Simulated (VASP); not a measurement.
# BaTiO3 (Amm2) in VASP: a series of runs, part 2 of 3

VASP 6.6.1. Earlier steps stand in the parts before.

### Step 3. Electric field gradients, PBE (zz strain of +1 %)

File INCAR:

```
SYSTEM = BaTiO3
PREC = Accurate
ENCUT = 520
EDIFF = 1E-8
ISMEAR = -1
SIGMA = 0.05
LREAL = .FALSE.
LASPH = .TRUE.
NELM = 60
ALGO = Normal
ISIF = 2
LWAVE = .FALSE.
LCHARG = .FALSE.
GGA = PE
LEFG = .TRUE.
NBANDS = 28
```

File KPOINTS:

```
Automatic mesh
0
G
  8 8 8
  0 0 0
```

File POSCAR:

```
BaTiO3
1.0
    3.9841000000      0.0000000000      0.0000000000
    0.0000000000      2.8370500000      2.8742580000
    0.0000000000     -2.8370500000      2.8742580000
Ba Ti O
1 1 3
Direct
    0.0000000000      0.0000000000      0.0000000000
    0.5000000000      0.5079000000      0.5079000000
    0.0000000000      0.4921000000      0.4921000000
    0.5000000000      0.5025100000      0.9937100000
    0.5000000000      0.9937100000      0.5025100000
```

Potentials or basis: VASP PAW PBE potentials, release 64 (Ba_sv, Ti_sv, O).

Launch:

```console
> cat potpaw_PBE.64/Ba_sv/POTCAR potpaw_PBE.64/Ti_sv/POTCAR potpaw_PBE.64/O/POTCAR > POTCAR
> mpirun -np 1 vasp_std > vasp.out
```

OUTCAR:

```text
SYSTEM = BaTiO3
   PREC = Accurate
   ENCUT = 520
   EDIFF = 1E-8
   ISMEAR = -1
   LREAL = .FALSE.
   LASPH = .TRUE.
   NELM = 60
   ISIF = 2
   GGA = PE

 ion  position               nearest neighbor table
   1  0.000  0.000  0.000-   3 2.83   4 2.83   5 2.83   4 2.83   5 2.83   3 2.84   3 2.84   4 2.84
                             5 2.84   5 2.84   4 2.84   3 2.92   2 3.46   2 3.46   2 3.47   2 3.47
   2  0.500  0.508  0.508-   4 1.96   5 1.96   3 1.99   3 1.99   5 2.08   4 2.08   1 3.46   1 3.46
                             1 3.47   1 3.47   1 3.47   1 3.47   1 3.53   1 3.53
   3  0.000  0.492  0.492-   2 1.99   2 1.99   1 2.83   1 2.84   1 2.84   1 2.92
   4  0.500  0.503  0.994-   2 1.96   2 2.08   1 2.83   1 2.83   1 2.84   1 2.84
   5  0.500  0.994  0.503-   2 1.96   2 2.08   1 2.83   1 2.83   1 2.84   1 2.84

  LATTYP: Found a base centered orthorhombic cell.
 ALAT       =     5.6741000000
 B/A-ratio  =     1.0131150315
 C/A-ratio  =     0.7021554079

  Lattice vectors:

 A1 = (   0.0000000000,   2.8370500000,  -2.8742580000)
 A2 = (   0.0000000000,   2.8370500000,   2.8742580000)
 A3 = (   3.9841000000,   0.0000000000,   0.0000000000)

Analysis of symmetry for initial positions (statically):
=====================================================================
 Subroutine PRICEL returns:
 Original cell was already a primitive cell.

 Routine SETGRP: Setting up the symmetry group for a
 base centered orthorhombic supercell.

 Subroutine GETGRP returns: Found  4 space group operations
 (whereof  4 operations were pure point group operations)
 out of a pool of  8 trial point group operations.

The static configuration has the point symmetry C_2v.

Analysis of symmetry for dynamics (positions and initial velocities):
=====================================================================
 Subroutine PRICEL returns:
 Original cell was already a primitive cell.

 Routine SETGRP: Setting up the symmetry group for a
 base centered orthorhombic supercell.

 Subroutine GETGRP returns: Found  4 space group operations
 (whereof  4 operations were pure point group operations)
 out of a pool of  8 trial point group operations.

The dynamic configuration has the point symmetry C_2v.

 Subroutine INISYM returns: Found  4 space group operations
 (whereof  4 operations are pure point group operations),
 and found     1 'primitive' translations

----------------------------------------------------------------------------------------

                                     Primitive cell

  volume of cell :      64.9760

  direct lattice vectors                    reciprocal lattice vectors
     3.984100000  0.000000000  0.000000000     0.250997716  0.000000000  0.000000000
     0.000000000  2.837050000  2.874258000     0.000000000  0.176239404  0.173957940
     0.000000000 -2.837050000  2.874258000     0.000000000 -0.176239404  0.173957940

  length of vectors
     3.984100000  4.038590318  4.038590318     0.250997716  0.247632171  0.247632171

  position of ions in fractional coordinates (direct lattice)
     0.000000000  0.000000000  0.000000000
     0.500000000  0.507900000  0.507900000
     0.000000000  0.492100000  0.492100000
     0.500000000  0.502510000  0.993710000
     0.500000000  0.993710000  0.502510000

[... 102 lines left out ...]
  Thomas-Fermi vector in A             =   2.516378
   LORBIT       =      0    0 simple, 1 ext, 2 COOP (PROOUT), +10 PAW based schemes
   GGA     = PE    functional components
   LHFCALC =     F    Hartree Fock is set to
   AEXX    =    0.0000 exact exchange contribution
   IVDW    =     0    specifies the selected vdW correction
   LEPSILON=     F    determine dielectric tensor
   LRPA    =     F    only Hartree local field effects (RPA)
 non-spin polarized calculation
  energy-cutoff  :      520.00
  volume of cell :       64.98
 maximum number of plane-waves:      1785
 NGX is ok and might be reduce to    30
   NGX = 15   NGY = 15   NGZ = 15

 number of electron      39.9999990 magnetization

 Free energy of the ion-electron system (eV)
  ---------------------------------------------------
  ext. energy  EPLUGINS =         0.00000000
  ---------------------------------------------------
  free energy    TOTEN  =       -39.98070590 eV

  energy without entropy =      -39.98070589  energy(sigma->0) =      -39.98070590

 E-fermi :   4.6452     XC(G=0): -11.1879

 val. band max:        3.7450611289   @ k =   0.5000   0.5000   0.5000
 cond. band min:       5.4907947629   @ k =   0.0000   0.0000   0.0000
 fundamental gap:      1.7457336340
 Fermi energy:         4.6451968407

 k-point     1 :       0.0000    0.0000    0.0000
  band No.  band energies     occupation
      1     -52.9214      2.00000
      2     -29.1375      2.00000
      3     -29.1284      2.00000
      4     -29.1267      2.00000
      5     -21.1185      2.00000
      6     -13.1335      2.00000
[... 733 lines left out ...]
     27      11.7353      0.00000
     28      13.2629      0.00000

 [... further k-points ...]

------------------------ aborting loop because EDIFF is reached ----------------------------------------

  FORCE on cell =-STRESS in cart. coord.  units (eV):
  Direction    XX          YY          ZZ          XY          YZ          ZX
  --------------------------------------------------------------------------------------
  -------------------------------------------------------------------------------------
  Total        1.3308739      1.1755288     -0.0820796      0.0000000      0.0000000      0.0000000
  in kB       32.8166715     28.9861744     -2.0239171      0.0000000      0.0000000      0.0000000
  external PRESSURE =      19.9263096 kB  Pullay stress =       0.0000000 kB

 VOLUME and BASIS-vectors are now :
 -----------------------------------------------------------------------------
  energy-cutoff  :      520.00
  volume of cell :       64.98
      direct lattice vectors                 reciprocal lattice vectors
     3.984100000  0.000000000  0.000000000     0.250997716  0.000000000  0.000000000
     0.000000000  2.837050000  2.874258000     0.000000000  0.176239404  0.173957940
     0.000000000 -2.837050000  2.874258000     0.000000000 -0.176239404  0.173957940

 POSITION                                       TOTAL-FORCE (eV/Angst)
 -----------------------------------------------------------------------------------
      0.00000      0.00000      0.00000         0.000000      0.000000      0.091104
      1.99205      0.00000      2.91967         0.000000      0.000000      0.236260
      0.00000      0.00000      2.82884         0.000000      0.000000      0.090479
      1.99205     -1.39356      4.30052         0.000000      0.021678     -0.208922
      1.99205      1.39356      4.30052         0.000000     -0.021678     -0.208922
 -----------------------------------------------------------------------------------
    total drift:                                0.000000      0.000000     -0.000319

  FREE ENERGIE OF THE ION-ELECTRON SYSTEM (eV)
  ---------------------------------------------------
  free  energy   TOTEN  =       -39.9807058962 eV

  energy  without entropy=      -39.9807058948  energy(sigma->0) =      -39.98070590

 Electric field gradients (V/A^2)
---------------------------------------------------------------------
 ion       V_xx      V_yy      V_zz      V_xy      V_xz      V_yz
---------------------------------------------------------------------
   1       0.408    -7.026     6.619    -0.000    -0.000    -0.000
   2     -10.077     6.992     3.086     0.000    -0.000    -0.000
   3      23.635   -11.166   -12.469     0.000     0.000     0.000
   4     -14.699     5.494     9.205     0.000    -0.000   -19.074
   5     -14.699     5.494     9.205     0.000    -0.000    19.074
---------------------------------------------------------------------

 Electric field gradients after diagonalization (V/A^2)
 (convention: |V_zz| > |V_xx| > |V_yy|)
----------------------------------------------------------------------
 ion       V_xx      V_yy      V_zz     asymmetry (V_yy - V_xx)/ V_zz
----------------------------------------------------------------------
   1       6.619     0.408    -7.026       0.884
   2       6.992     3.086   -10.077       0.388
   3     -12.469   -11.166    23.635       0.055
   4     -14.699   -11.814    26.513       0.109
   5     -14.699   -11.814    26.513       0.109
----------------------------------------------------------------------

           NMR quadrupolar parameters

 Cq : quadrupolar parameter    Cq=e*Q*V_zz/h
 eta: asymmetry parameters     (V_yy - V_xx)/ V_zz
 Q  : nuclear electric quadrupole moment in mb (millibarn)
----------------------------------------------------------------------
 ion       Cq(MHz)       eta       Q (mb)
----------------------------------------------------------------------
   1      -0.017       0.884       1.000
   2      -0.024       0.388       1.000
   3       0.057       0.055       1.000
   4       0.064       0.109       1.000
   5       0.064       0.109       1.000
----------------------------------------------------------------------
```

stdout:

```text
POSCAR found type information on POSCAR BaTiO
 POSCAR found :  3 types and       5 ions
 scaLAPACK will be used
 LDA part: xc-table for (Slater+PW92), standard interpolation
 POSCAR, INCAR and KPOINTS ok, starting setup
 FFT: planning ... GRIDC
 FFT: planning ... GRID_SOFT
 FFT: planning ... GRID
 WAVECAR not read
 entering main loop
ion   1

ion   2

ion   3

ion   4

ion   5
```

It took 3.7 min on 1 thread of Intel Xeon Platinum 8175M at 2.50GHz (Skylake/Cascade Lake), shared host; peak memory 0.31 GiB.

What came out:

```
Free energy                             : -39.9807 eV
Pressure                                : 2.0 GPa
Largest force                           : 0.236 eV/Å
Band gap on the k mesh                  : 1.75 eV (least direct gap 1.92 eV)
Largest electric field gradient by atom : Ba -7.0; Ti -10.1; O +23.6, +26.5 (each value once) V/Å²
```

Forces on the atoms (eV/Å):
```
Ba   0.000  0.000  0.091
Ti   0.000  0.000  0.236
O    0.000  0.000  0.090
O    0.000  0.022 -0.209
O    0.000 -0.022 -0.209
```

Levels at points of the mesh, in eV from the valence-band top:
```tsv
k point	band 17	band 18	band 19	band 20	band 21	band 22	band 23	band 24
(0.00, 0.00, 0.00)	-1.08	-0.26	-0.26	-0.17	1.75	1.78	1.88	3.83
(0.50, 0.00, 0.00)	-1.85	-1.83	-0.84	-0.71	1.93	3.49	3.51	3.82
(0.00, 0.50, 0.00)	-1.80	-1.71	-0.78	-0.73	1.95	3.41	3.42	3.90
(0.50, 0.50, 0.00)	-1.73	-0.87	-0.87	-0.09	3.42	3.51	3.87	4.62
(0.00, 0.50, 0.50)	-1.71	-0.98	-0.93	-0.14	3.40	3.45	3.81	4.77
(0.50, 0.50, 0.50)	-2.36	-0.05	-0.02	0.00	4.06	4.10	4.10	6.59
```

Electric field gradients, principal values (V/Å²):
| atom | least | middle | greatest (by size) |
| --- | --- | --- | --- |
| 1 Ba | 0.408 | 6.619 | -7.026 |
| 2 Ti | 3.086 | 6.992 | -10.077 |
| 3 O | -11.166 | -12.469 | 23.635 |
| 4 O | -11.814 | -14.699 | 26.513 |
| 5 O | -11.814 | -14.699 | 26.513 |

Caveat: the cell differs from its parent crystal (zz strain of +1 %); without QUAD_EFG the Cq values of the log hold for a quadrupole moment of 1 mb, not for the nuclei; spin-orbit coupling is left out, which moves the levels of the heavy elements. A k mesh can miss the band edges.

[end of part 2 of 3]
